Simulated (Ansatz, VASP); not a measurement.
## Al3Cu: VASP beside Ansatz

File INCAR:

```
PREC = Accurate ; ENCUT = 520
EDIFF = 1E-7 ; ISMEAR = 0
SIGMA = 0.15 ; LREAL = F
LASPH = T ; NELM = 80
ALGO = Fast ; ISIF = 2
LWAVE = F ; LCHARG = F
NBANDS = 18
```

KPOINTS

```
Automatic mesh
0
Gamma
  12 12 12
```

File POSCAR:

```
Al3Cu
1.0
    3.6279839618      0.0000000000      0.0000000000
    0.0000000000      3.6279839618      0.0000000000
    0.0000000000      0.0000000000      4.3521295606
Al Cu
3 1
Direct
    0.0000000000      0.5000000000      0.5000000000
    0.5000000000      0.0000000000      0.5000000000
    0.5000000000      0.5000000000      0.0000000000
    0.0000000000      0.0000000000      0.0000000000
```

Input for Ansatz:

```yaml
crystal:
  lattice:
    - [3.6279839618, 0.0, 0.0]
    - [0.0, 3.6279839618, 0.0]
    - [0.0, 0.0, 4.3521295606]
  atoms:
    - { symbol: Al, position: [0.0, 0.5, 0.5] }
    - { symbol: Al, position: [0.5, 0.0, 0.5] }
    - { symbol: Al, position: [0.5, 0.5, 0.0] }
    - { symbol: Cu, position: [0.0, 0.0, 0.0] }
basis:
  ecutwfc: 520.0
kpoints:
  mp_grid: { grid: [12, 12, 12] }
hamiltonian:
  xc: lda
  pseudopotentials: { kind: paw, azcp: { folder: soft_1 } }
scf:
  occupations: { method: gaussian, width: 0.15 }
output:
  forces: true
  stress: true
  eigenvalues: true
```

Alike in both runs: task single point; functional LDA; k mesh 12 × 12 × 12; occupations gaussian, width 0.15 eV; no spin polarisation.

```csv
,VASP,Ansatz
version,VASP 6.6.1,Ansatz 0.2.0
potentials or method,"VASP PAW LDA potentials, release 64 (Al, Cu), cutoff 520 eV","scalar-relativistic, plane waves, PAW"
valence electrons in the cell,20,28
```

|  | VASP | Ansatz | Ansatz less VASP |
| --- | --- | --- | --- |
| gap on the k mesh at the Fermi level (eV) | none | none | - |
| pressure (GPa) | 2.9 | 2.6 | -0.30 |
| traceless stress, the component that is largest in VASP (GPa) | -11.97 | -11.92 | +0.054 |

Ansatz warns that its potentials were made for another functional, while VASP's fit it. LDA's correlation is that of Perdew and Zunger in VASP and of Perdew and Wang (1992) in Ansatz. A gap of «none» marks a metal or a gap that the smearing closes. VASP's potentials hold 20 valence electrons a cell and Ansatz's 28, so a difference there can come from the potentials and not from the codes.
